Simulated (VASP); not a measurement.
# Te2Mo (P6_3/mmc) in VASP: a series of runs, part 2 of 2

VASP 6.6.1. The steps go on from the part before.

**3. Single point, PBE**

This run uses another cell than the first one, of 23.01 Å³/atom.

The input, INCAR:

```
SYSTEM = Te2Mo
PREC = Accurate
ENCUT = 520
EDIFF = 1E-7
ISMEAR = -1
SIGMA = 0.05
LREAL = .FALSE.
LASPH = .TRUE.
NELM = 60
ALGO = Normal
ISIF = 2
LWAVE = .FALSE.
LCHARG = .TRUE.
GGA = PE
LELF = .TRUE.
LVHAR = .TRUE.
NBANDS = 35
```

The input, KPOINTS:

```
regular mesh
0
G
  8 8 2
  0 0 0
```

The input, POSCAR:

```
Te2Mo
1.0
    3.3774720000      0.0000000000      0.0000000000
   -1.6887360000      2.9249765526      0.0000000000
    0.0000000000      0.0000000000     13.9736000000
Te Mo
4 2
Direct
    0.6666666667      0.3333333333      0.3790000000
    0.3333333333      0.6666666667      0.8790000000
    0.6666666667      0.3333333333      0.1210000000
    0.3333333333      0.6666666667      0.6210000000
    0.6666666667      0.3333333333      0.7500000000
    0.3333333333      0.6666666667      0.2500000000
```

Potentials or basis: VASP PAW PBE potentials, release 64 (Te, Mo_sv).

Launch:

```
$ cat potpaw_PBE.64/Te/POTCAR potpaw_PBE.64/Mo_sv/POTCAR > POTCAR
$ mpirun -np 1 vasp_std > vasp.out
```

OUTCAR:

```text
SYSTEM = Te2Mo
   PREC = Accurate
   ENCUT = 520
   EDIFF = 1E-7
   ISMEAR = -1
   LREAL = .FALSE.
   LASPH = .TRUE.
   NELM = 60
   ISIF = 2
   GGA = PE

 ion  position               nearest neighbor table
   1  0.667  0.333  0.379-   6 2.66   6 2.66   6 2.66   3 3.61
   2  0.333  0.667  0.879-   5 2.66   5 2.66   5 2.66   4 3.61
   3  0.667  0.333  0.121-   6 2.66   6 2.66   6 2.66   1 3.61
   4  0.333  0.667  0.621-   5 2.66   5 2.66   5 2.66   2 3.61
   5  0.667  0.333  0.750-   2 2.66   4 2.66   2 2.66   4 2.66   2 2.66   4 2.66
   6  0.333  0.667  0.250-   1 2.66   3 2.66   1 2.66   3 2.66   1 2.66   3 2.66

  LATTYP: Found a hexagonal cell.
 ALAT       =     3.3774720000
 C/A-ratio  =     4.1372955868

  Lattice vectors:

 A1 = (   3.3774720000,   0.0000000000,   0.0000000000)
 A2 = (  -1.6887360000,   2.9249765526,   0.0000000000)
 A3 = (   0.0000000000,   0.0000000000,  13.9736000000)

Analysis of symmetry for initial positions (statically):
=====================================================================
 Subroutine PRICEL returns:
 Original cell was already a primitive cell.

 Routine SETGRP: Setting up the symmetry group for a
 hexagonal supercell.

 Subroutine GETGRP returns: Found 24 space group operations
 (whereof 12 operations were pure point group operations)
 out of a pool of 24 trial point group operations.

The static configuration has the point symmetry D_3d.
 The point group associated with its full space group is D_6h.

Analysis of symmetry for dynamics (positions and initial velocities):
=====================================================================
 Subroutine PRICEL returns:
 Original cell was already a primitive cell.

 Routine SETGRP: Setting up the symmetry group for a
 hexagonal supercell.

[... 124 lines left out ...]
   EFERMI_NEDOS =   21; number of points for ismear=-14 and -15
   IALGO  =     38    algorithm
   IMIX   =      4    mixing-type and parameters
     AMIX     =   0.40;   BMIX     =  1.00
     AMIX_MAG =   1.60;   BMIX_MAG =  1.00
  volume/ion in A,a.u.               =      23.01       155.26
  Fermi-wavevector in a.u.,A,eV,Ry     =   1.182320  2.234261 19.019328  1.397881
  Thomas-Fermi vector in A             =   2.318577
   LORBIT       =      0    0 simple, 1 ext, 2 COOP (PROOUT), +10 PAW based schemes
   GGA     = PE    functional components
   LHFCALC =     F    Hartree Fock is set to
   AEXX    =    0.0000 exact exchange contribution
   IVDW    =     0    specifies the selected vdW correction
   LEPSILON=     F    determine dielectric tensor
   LRPA    =     F    only Hartree local field effects (RPA)
 non-spin polarized calculation
  energy-cutoff  :      520.00
  volume of cell :      138.05
 maximum number of plane-waves:      3760
 NGX is ok and might be reduce to    28
   NGX = 13   NGY = 13   NGZ = 51

 number of electron      51.9999998 magnetization

 Free energy of the ion-electron system (eV)
  ---------------------------------------------------
  ext. energy  EPLUGINS =         0.00000000
  ---------------------------------------------------
  free energy    TOTEN  =       -35.43013767 eV

  energy without entropy =      -35.43009739  energy(sigma->0) =      -35.43011753

 E-fermi :   9.5860     XC(G=0): -10.8336

 val. band max:        9.2206986400   @ k =   0.5000   0.0000   0.0000
 cond. band min:      10.0057359230   @ k =   0.2500   0.1250   0.0000
 fundamental gap:      0.7850372830
 Fermi energy:         9.5860259692

 k-point     1 :       0.0000    0.0000    0.0000
  band No.  band energies     occupation
      1     -51.4373      2.00000
      2     -51.4373      2.00000
      3     -25.7062      2.00000
      4     -25.7062      2.00000
      5     -25.4599      2.00000
      6     -25.4599      2.00000
[... 749 lines left out ...]
     34      13.2190      0.00000
     35      14.5044      0.00000

------------------------ aborting loop because EDIFF is reached ----------------------------------------

  FORCE on cell =-STRESS in cart. coord.  units (eV):
  Direction    XX          YY          ZZ          XY          YZ          ZX
  --------------------------------------------------------------------------------------
  -------------------------------------------------------------------------------------
  Total       11.3586884     11.3586884      9.7024577     -0.0000000      0.0000000      0.0000000
  in kB      131.8306265    131.8306265    112.6081662     -0.0000000      0.0000000      0.0000000
  external PRESSURE =     125.4231397 kB  Pullay stress =       0.0000000 kB

 VOLUME and BASIS-vectors are now :
 -----------------------------------------------------------------------------
  energy-cutoff  :      520.00
  volume of cell :      138.05
      direct lattice vectors                 reciprocal lattice vectors
     3.377472000  0.000000000  0.000000000     0.296079435  0.170941541  0.000000000
    -1.688736000  2.924976553  0.000000000     0.000000000  0.341883082  0.000000000
     0.000000000  0.000000000 13.973600000     0.000000000  0.000000000  0.071563520

 POSITION                                       TOTAL-FORCE (eV/Angst)
 -----------------------------------------------------------------------------------
      1.68874      0.97499      5.29599         0.000000     -0.000000      1.028412
     -0.00000      1.94998     12.28279         0.000000     -0.000000      1.028412
      1.68874      0.97499      1.69081         0.000000      0.000000     -1.028412
     -0.00000      1.94998      8.67761         0.000000     -0.000000     -1.028412
      1.68874      0.97499     10.48020         0.000000      0.000000      0.000000
     -0.00000      1.94998      3.49340        -0.000000     -0.000000      0.000000
 -----------------------------------------------------------------------------------
    total drift:                               -0.000000      0.000000     -0.000000

  FREE ENERGIE OF THE ION-ELECTRON SYSTEM (eV)
  ---------------------------------------------------
  free  energy   TOTEN  =       -35.4301376653 eV

  energy  without entropy=      -35.4300973857  energy(sigma->0) =      -35.43011753
```

OSZICAR:

```text
N       E                     dE             d eps       ncg     rms          rms(c)
DAV:   1     0.411184015836E+03    0.41118E+03   -0.27233E+04  1576   0.135E+03
DAV:   2    -0.152432686254E+02   -0.42643E+03   -0.41294E+03  1764   0.326E+02
DAV:   3    -0.361610510356E+02   -0.20918E+02   -0.20539E+02  1733   0.642E+01
DAV:   4    -0.365861388216E+02   -0.42509E+00   -0.42381E+00  1628   0.914E+00
DAV:   5    -0.365964494337E+02   -0.10311E-01   -0.10306E-01  1720   0.146E+00    0.256E+01
DAV:   6    -0.357221757517E+02    0.87427E+00   -0.33303E+00  1526   0.103E+01    0.974E+00
DAV:   7    -0.356842941608E+02    0.37882E-01   -0.25180E+00  1476   0.699E+00    0.524E+00
DAV:   8    -0.354279856295E+02    0.25631E+00   -0.77922E-01  1492   0.467E+00    0.286E+00
DAV:   9    -0.354363423917E+02   -0.83568E-02   -0.11485E-01  1644   0.149E+00    0.151E+00
DAV:  10    -0.354302406235E+02    0.61018E-02   -0.35169E-02  1515   0.111E+00    0.629E-01
DAV:  11    -0.354302089789E+02    0.31645E-04   -0.16372E-03  1517   0.226E-01    0.237E-01
DAV:  12    -0.354301959287E+02    0.13050E-04   -0.13240E-04  1649   0.525E-02    0.225E-01
DAV:  13    -0.354301392249E+02    0.56704E-04   -0.15902E-04  1509   0.665E-02    0.608E-02
DAV:  14    -0.354301417126E+02   -0.24877E-05   -0.78270E-06  1644   0.118E-02    0.531E-02
DAV:  15    -0.354301392942E+02    0.24184E-05   -0.18858E-06  1560   0.787E-03    0.299E-02
DAV:  16    -0.354301376940E+02    0.16001E-05   -0.20498E-06  1629   0.749E-03    0.847E-03
DAV:  17    -0.354301376653E+02    0.28692E-07   -0.19301E-07   918   0.226E-03
   1 F= -.35430138E+02 E0= -.35430118E+02  d E =-.402796E-04
```

stdout:

```text
POSCAR found type information on POSCAR TeMo
 POSCAR found :  2 types and       6 ions
 scaLAPACK will be used
 LDA part: xc-table for (Slater+PW92), standard interpolation
 POSCAR, INCAR and KPOINTS ok, starting setup
 FFT: planning ... GRIDC
 FFT: planning ... GRID_SOFT
 FFT: planning ... GRID
 WAVECAR not read
 entering main loop
```

It took 4.4 min on 1 thread of Intel Xeon 8259CL, shared host; peak memory 0.32 GiB.

What came out:

```yaml
Free_energy: -35.4301 eV
Pressure: 12.5 GPa
Largest_force: 1.028 eV/Å
Band_gap_on_the_k_mesh: 0.79 eV (least direct gap 1.26 eV)
```

Forces in eV/Å, atoms in the order of the input:
```
Te   0.000  0.000  1.028
Te   0.000  0.000  1.028
Te   0.000  0.000 -1.028
Te   0.000  0.000 -1.028
Mo   0.000  0.000  0.000
Mo   0.000  0.000  0.000
```

Caveat: the cell stands under pressure; spin-orbit coupling is left out, which moves the levels of the heavy elements; this functional lacks dispersion, which binds the layers, so the pressure and a relaxed spacing across them are unreliable; forces of over 1 eV/Å act on the atoms, so gaps and moduli don't describe the material at rest. Expect the measured gap to be larger: semilocal functionals such as PBE lack the derivative discontinuity.

**4. Single point, PBE**

This run uses another cell than the first one, of 23.98 Å³/atom.

The input, INCAR:

```
  PREC = Accurate
  ENCUT = 520
  EDIFF = 1E-7
  ISMEAR = -1
  SIGMA = 0.05
  LREAL = F
  LASPH = T
  NELM = 60
  ALGO = Normal
  ISIF = 2
  LWAVE = F
  LCHARG = T
  GGA = PE
  LELF = T
  LVHAR = T
  NBANDS = 35
```

The input, KPOINTS:

```
Automatic mesh
0
Gamma
  8 8 2
```

POSCAR: that of step 3 with these lines changed.

```diff
@@ -2,4 +2,4 @@
 1.0
-    3.3774720000      0.0000000000      0.0000000000
-   -1.6887360000      2.9249765526      0.0000000000
+    3.4478360000      0.0000000000      0.0000000000
+   -1.7239180000      2.9859135641      0.0000000000
     0.0000000000      0.0000000000     13.9736000000
```

Launch:

```
$ cat potpaw_PBE.64/Te/POTCAR potpaw_PBE.64/Mo_sv/POTCAR > POTCAR
$ mpirun -np 1 vasp_std > vasp.out
```

It took 4.6 min on 1 thread of Intel Xeon 8259CL, shared host; peak memory 0.32 GiB.

Results (log left out):

- Free energy: -35.8011 eV
- Pressure: 7.3 GPa
- Largest force: 0.581 eV/Å
- Band gap on the k mesh: 0.88 eV (least direct gap 1.33 eV)

Forces on the atoms (eV/Å):
```
Te   0.000  0.000  0.581
Te   0.000  0.000  0.581
Te   0.000  0.000 -0.581
Te   0.000  0.000 -0.581
Mo   0.000  0.000  0.000
Mo   0.000  0.000  0.000
```

Stress tensor (GPa, compression positive):
```
7.43 0.00 0.00
0.00 7.43 0.00
0.00 0.00 6.97
```

Levels at points of the mesh, in eV from the valence-band top:
| k point | band 22 | band 23 | band 24 | band 25 | band 26 | band 27 | band 28 | band 29 | band 30 | band 31 |
| --- | --- | --- | --- | --- | --- | --- | --- | --- | --- | --- |
| (0.00, 0.00, 0.00) | -0.91 | -0.87 | -0.87 | -0.39 | 0.00 | 3.26 | 3.26 | 3.39 | 3.39 | 3.51 |
| (0.50, 0.00, 0.00) | -1.84 | -0.97 | -0.95 | -0.37 | -0.08 | 1.51 | 1.57 | 1.63 | 2.03 | 2.81 |
| (0.00, 0.00, 0.50) | -0.89 | -0.89 | -0.89 | -0.10 | -0.10 | 3.30 | 3.30 | 3.30 | 3.30 | 3.66 |
| (0.50, 0.00, 0.50) | -1.94 | -0.94 | -0.94 | -0.23 | -0.23 | 1.54 | 1.54 | 1.85 | 1.85 | 3.26 |

Caveat: the cell stands under pressure; spin-orbit coupling is left out, which moves the levels of the heavy elements; this functional lacks dispersion, which binds the layers, so the pressure and a relaxed spacing across them are unreliable. A hybrid or GW would open this gap; PBE tends to underestimate it.

**5. Overview**

| cell | k mesh | gap on the mesh (eV) | pressure (GPa) | largest force (eV/Å) |
| --- | --- | --- | --- | --- |
| a = 3.659, b = 3.659, c = 13.974 Å, angles 90.0, 90.0, 120.0°, 6 atoms | 7 × 7 × 2 | 0.69 | -3.5 | 0.45 |
| a = 3.377, b = 3.377, c = 13.974 Å, angles 90.0, 90.0, 120.0°, 6 atoms | 8 × 8 × 2 | 0.79 | 12.5 | 1.03 |
| a = 3.448, b = 3.448, c = 13.974 Å, angles 90.0, 90.0, 120.0°, 6 atoms | 8 × 8 × 2 | 0.88 | 7.3 | 0.58 |

Alike in all rows: task single point; level PBE; potentials or basis VASP PAW PBE potentials, release 64 (Te, Mo_sv); no spin polarisation; cutoff (eV) 520; smearing fermi-dirac 0.05 eV.

Caveats: spin-orbit coupling is left out, which moves the levels of the heavy elements; this functional lacks dispersion, which binds the layers, so the pressure and a relaxed spacing across them are unreliable; the cell stands under pressure (at least some runs); the cell stands under tension (at least some runs); an odd mesh through Γ misses points on the zone boundary, where band edges can lie (at least some runs); forces of over 1 eV/Å act on the atoms, so gaps and moduli don't describe the material at rest (at least some runs).

Total energies depend on the potentials used, so only differences within one code and one set of settings carry meaning.
